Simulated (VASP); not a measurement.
## Si3N4: electric field gradients with PBE

Si3N4:

```
Si N
1.0
     7.66362    0.00000    0.00000
    -3.83181    6.63689    0.00000
     0.00000    0.00000    2.92644
Si N
6 8
Direct
  0.76891 0.17501 0.25000
  0.59390 0.76891 0.75000
  0.82499 0.59390 0.25000
  0.23109 0.82499 0.75000
  0.40610 0.23109 0.25000
  0.17501 0.40610 0.75000
  0.03083 0.33000 0.25000
  0.70083 0.03083 0.75000
  0.67000 0.70083 0.25000
  0.96917 0.67000 0.75000
  0.29917 0.96917 0.25000
  0.33000 0.29917 0.75000
  0.66667 0.33333 0.25000
  0.33333 0.66667 0.75000
```

* Program: VASP 6.6.1
* Task: electric field gradients
* Functional: PBE
* Potentials or basis: VASP PAW PBE potentials, release 64 (Si, N)
* Cutoff: 520 eV
* k mesh: 6 × 6 × 8
* Occupations: gaussian, width 0.01 eV
* Spin: no spin polarisation
* Dipole correction: no
* Further INCAR settings: ALGO = Normal; EDIFF = 1e-08; NBANDS = 45

```json
{
 "Pressure": "-0.3 GPa",
 "Largest force": "0.003 eV/Å",
 "Band gap on the k mesh": "4.26 eV (least direct gap 4.44 eV)",
 "Largest electric field gradient by atom": "Si +9.4; N -49.1, -48.7 (each value once) V/Å²"
}
```

Forces in eV/Å, atoms in the order of the input:
```
Si   0.002  0.002  0.000
Si  -0.001  0.003  0.000
Si  -0.003  0.001  0.000
Si  -0.002 -0.002  0.000
Si   0.001 -0.003  0.000
Si   0.003 -0.001  0.000
N   -0.001 -0.002  0.000
N    0.002 -0.002  0.000
N    0.002  0.001  0.000
N    0.001  0.002  0.000
N   -0.002  0.002  0.000
N   -0.002 -0.001  0.000
N    0.000  0.000  0.000
N    0.000  0.000  0.000
```

Levels at points of the mesh, in eV from the valence-band top:
```tsv
k point	band 28	band 29	band 30	band 31	band 32	band 33	band 34	band 35	band 36	band 37
(0.00, 0.00, 0.00)	-1.25	-1.25	-0.43	-0.38	-0.18	4.26	4.60	4.79	4.79	5.09
(0.50, 0.00, 0.00)	-1.64	-1.31	-0.75	-0.31	-0.23	4.52	4.63	4.79	5.17	5.73
(0.00, 0.00, 0.50)	-1.57	-1.57	-1.57	-1.29	-1.29	4.66	4.66	4.66	4.66	7.21
(0.50, 0.00, 0.50)	-1.82	-1.45	-1.45	-1.01	-1.01	4.70	4.70	5.78	5.78	6.14
```

Electric field gradients, principal values (V/Å²):
```
atom   least  middle  greatest (by size)
1 Si  -3.649  -5.703               9.352
2 Si  -3.649  -5.703               9.352
3 Si  -3.649  -5.703               9.352
4 Si  -3.649  -5.703               9.352
5 Si  -3.649  -5.703               9.352
6 Si  -3.649  -5.703               9.352
 7 N  22.638  26.423             -49.061
 8 N  22.638  26.423             -49.061
 9 N  22.639  26.423             -49.062
10 N  22.638  26.423             -49.061
11 N  22.638  26.423             -49.061
12 N  22.639  26.423             -49.062
13 N  24.327  24.327             -48.654
14 N  24.327  24.327             -48.654
```

Wall time 11 min on 1 thread of Oxide Virtual Turin-like Processor, on a shared host, peak memory 0.35 GiB.

Caveat: without QUAD_EFG the Cq values of the log hold for a quadrupole moment of 1 mb, not for the nuclei. A k mesh can miss the band edges.
